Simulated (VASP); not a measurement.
Here is a VASP 6.6.1 calculation.

INCAR

```
ALGO     = Fast           # electronic algorithm
EDIFF    = 1E-6           # SCF threshold, eV
ENCUT    = 520            # plane-wave cutoff, eV
ISIF     = 2              # what is computed and relaxed
ISMEAR   = 0              # smearing method
LASPH    = True           # aspherical terms in the spheres
LCHARG   = False          # write CHGCAR
LREAL    = False          # projectors in reciprocal space
LWAVE    = False          # write WAVECAR
NBANDS   = 16             # bands
NELM     = 100            # most SCF steps
PREC     = Accurate       # precision mode
SIGMA    = 0.15           # smearing width, eV
```

Contents of KPOINTS:

```
k-points
0
Gamma
  16 16 12
```

File POSCAR:

```
Ir
1.0
    0.0000000000     -1.9054060557     -1.9054060557
    0.0000000000      1.9054060557     -1.9054060557
    3.8108121114      0.0000000000      0.0000000000
Ir
2
Direct
    0.5100765923      0.4899234077      0.4775375963
   -0.0100765923      0.0100765923      0.0224624037
```

Potentials or basis: VASP PAW LDA potentials, release 64 (Ir).

The run is started by

```console
$ cat potpaw_LDA.64/Ir/POTCAR > POTCAR
$ mpirun -np 1 vasp_std > vasp.out
```

Estimate the band gap on the k mesh.

zero (bands 9 and 10 overlap by 2.86 eV).

What does it give for the largest force?

2.687 eV/Å.

Predict the pressure.

9.8 GPa.

Forces on the atoms (eV/Å):
```
Ir   2.582  0.745  0.000
Ir  -2.582 -0.745  0.000
```

Caveat: the cell differs from its parent crystal (atoms displaced along several vibrational modes); the cell stands under pressure; spin-orbit coupling is left out, which moves the levels of the heavy elements; forces of over 1 eV/Å act on the atoms, so gaps and moduli don't describe the material at rest.
